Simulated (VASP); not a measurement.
**Ge: electric field gradients with PBE**

Ge:

```xyz
2
Lattice="0.1132 2.8853 2.8853 2.8853 0.1132 2.8853 2.8853 2.8853 0.1132" Properties=species:S:1:pos:R:3 pbc="T T T"
Ge    2.9419    2.9419    2.9419
Ge    4.4129    4.4129    4.4129
```

This cell differs from its parent crystal: equal xy, yz and zx shear strains of +4 %.

```
Program                : VASP 6.6.1
Task                   : electric field gradients
Functional             : PBE
Potentials or basis    : VASP PAW PBE potentials, release 64 (Ge_d)
Cutoff                 : 520 eV
k mesh                 : 10 × 10 × 10
Occupations            : fermi-dirac, width 0.05 eV
Spin                   : no spin polarisation
Dipole correction      : no
Further INCAR settings : ALGO = Normal; EDIFF = 1e-08; NBANDS = 21
```

```json
{
 "Pressure": "4.1 GPa",
 "Largest force": "0.521 eV/Å",
 "Band gap on the k mesh": "zero (band 14 reaches 5.05 eV, above the bottom of band 15 at 5.01 eV)"
}
```

Forces on the atoms (eV/Å):
```
Ge   0.301  0.301  0.301
Ge  -0.301 -0.301 -0.301
```

Stress tensor (GPa, compression positive):
```
 4.15 -3.16 -3.16
-3.16  4.15 -3.16
-3.16 -3.16  4.15
```

Levels at points of the mesh, in eV from the Fermi level:
```
           k point  band 12  band 13  band 14  band 15  band 16  band 17
(0.00, 0.00, 0.00)    -0.12    -0.09     0.07     0.07     2.21     2.88
(0.50, 0.00, 0.00)    -7.65    -1.49    -1.45     0.03     3.43     4.03
(0.50, 0.50, 0.00)    -8.69    -3.23    -2.86     0.55     1.01     9.28
(0.50, 0.50, 0.50)    -7.41    -1.10    -1.10     0.71     3.96     3.96
```

Electric field gradients, principal values (V/Å²):
| atom | least | middle | greatest (by size) |
| --- | --- | --- | --- |
| 1 Ge | -18.856 | -18.856 | 37.712 |
| 2 Ge | -18.856 | -18.856 | 37.712 |

Wall time 58 s on 1 thread of Intel(R) Xeon(R) Platinum 8488C (Sapphire Rapids), with other jobs on the host, peak memory 0.22 GiB.

Caveat: the cell differs from its parent crystal (equal xy, yz and zx shear strains of +4 %); without QUAD_EFG the Cq values of the log hold for a quadrupole moment of 1 mb, not for the nuclei.
